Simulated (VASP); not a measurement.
Input of a VASP 6.6.1 run:

File INCAR:

```
  PREC = Accurate
  ENCUT = 520
  EDIFF = 1E-6
  ISMEAR = 0
  SIGMA = 0.02
  LREAL = False
  LASPH = True
  NELM = 60
  ALGO = Normal
  ISIF = 2
  LWAVE = False
  LCHARG = False
  GGA = PE
  IVDW = 12
  NBANDS = 35
```

File KPOINTS:

```
Automatic mesh
0
Gamma
  9 9 2
```

The input POSCAR:

```
WSe2
1.0
    3.2900000000      0.0000000000      0.0000000000
   -1.6450000000      2.8492235785      0.0000000000
    0.0000000000      0.0000000000     12.9700000000
W Se
2 4
Direct
    0.3333333333      0.6666666667      0.2500000000
    0.6666666667      0.3333333333      0.7500000000
    0.3333333333      0.6666666667      0.6202663834
    0.6666666667      0.3333333333      0.1202663834
    0.3333333333      0.6666666667      0.8797336166
    0.6666666667      0.3333333333      0.3797336166
```

Potentials or basis: VASP PAW PBE potentials, release 64 (W_sv, Se).

Launch:

```bash
$ cat potpaw_PBE.64/W_sv/POTCAR potpaw_PBE.64/Se/POTCAR > POTCAR
$ mpirun -np 1 vasp_std > vasp.out
```

Question: Estimate the band gap on the k mesh.

Answer: 1.06 eV, indirect (least direct gap 1.54 eV).

Question: What does it give for the pressure?

Answer: -0.6 GPa.

Stress tensor (GPa, compression positive):
```
-0.65  0.00  0.00
 0.00 -0.65  0.00
 0.00  0.00 -0.48
```

Caveat: spin-orbit coupling is left out, which moves the levels of the heavy elements. A k mesh can miss the band edges.
